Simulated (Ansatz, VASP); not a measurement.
**Sb: VASP beside Ansatz**

The input POSCAR:

```
Sb
1.0
    3.3582702323      0.0000000000      0.0000000000
   -1.6791351161      2.9083473339      0.0000000000
    0.0000000000      0.0000000000      5.5461872541
Sb
2
Direct
    0.3333333333      0.6666666667      0.2500000000
    0.6666666667      0.3333333333      0.7500000000
```

File INCAR.step1:

```
SYSTEM = Sb
PREC = Accurate ; ENCUT = 550
ISMEAR = 0 ; SIGMA = 0.1
LREAL = .FALSE. ; LASPH = .TRUE.
NELM = 120 ; NBANDS = 12
GGA = PE ; ALGO = Normal
EDIFF = 1E-5 ; LWAVE = .TRUE.
LCHARG = .FALSE. ; GGA_COMPAT = .FALSE.
```

Contents of INCAR.step2:

```
SYSTEM = Sb
PREC = Accurate ; ENCUT = 550
EDIFF = 1E-6 ; ISMEAR = 0
SIGMA = 0.1 ; LREAL = .FALSE.
LASPH = .TRUE. ; NELM = 120
ALGO = Normal ; ISIF = 2
LWAVE = .FALSE. ; LCHARG = .TRUE.
METAGGA = R2SCAN ; LMIXTAU = .TRUE.
LELF = .TRUE. ; LVHAR = .TRUE.
NBANDS = 12 ; ISTART = 1
GGA_COMPAT = .FALSE.
```

The input KPOINTS:

```
Automatic mesh
0
G
  12 12 6
  0 0 0
```

Input for Ansatz:

```yaml
crystal:
  lattice:
    - [3.3582702323, 0.0, 0.0]
    - [-1.6791351161, 2.9083473339, 0.0]
    - [0.0, 0.0, 5.5461872541]
  atoms:
    - { symbol: Sb, position: [0.3333333333, 0.6666666667, 0.25] }
    - { symbol: Sb, position: [0.6666666667, 0.3333333333, 0.75] }
basis:
  ecutwfc: 500
kpoints:
  mp_grid: { grid: [12, 12, 6] }
hamiltonian:
  xc: r2scan
scf:
  occupations: { method: gaussian, width: 0.1 }
output:
  forces: true
  stress: true
  eigenvalues: true
```

Alike in both runs: task single point; functional r2SCAN; k mesh 12 × 12 × 6; occupations gaussian, width 0.1 eV; no spin polarisation.

|  | VASP | Ansatz |
| --- | --- | --- |
| version | VASP 6.6.1 | Ansatz 0.2.0 |
| potentials or method | VASP PAW PBE potentials, release 64 (Sb), cutoff 550 eV | scalar-relativistic, plane waves, PAW |
| valence electrons in the cell | 10 | 30 |

```csv
,VASP,Ansatz,Ansatz less VASP
gap on the k mesh at the Fermi level (eV),none,none,-
pressure (GPa),0.1,0.2,+0.11
"traceless stress, the component that is largest in VASP (GPa)",0.32,0.33,+0.003
```

VASP's potentials were made for PBE, not for r2SCAN. A gap of «none» marks a metal or a gap that the smearing closes. VASP's potentials hold 10 valence electrons a cell and Ansatz's 30, so a difference there can come from the potentials and not from the codes.

Neither program's run includes spin-orbit coupling.
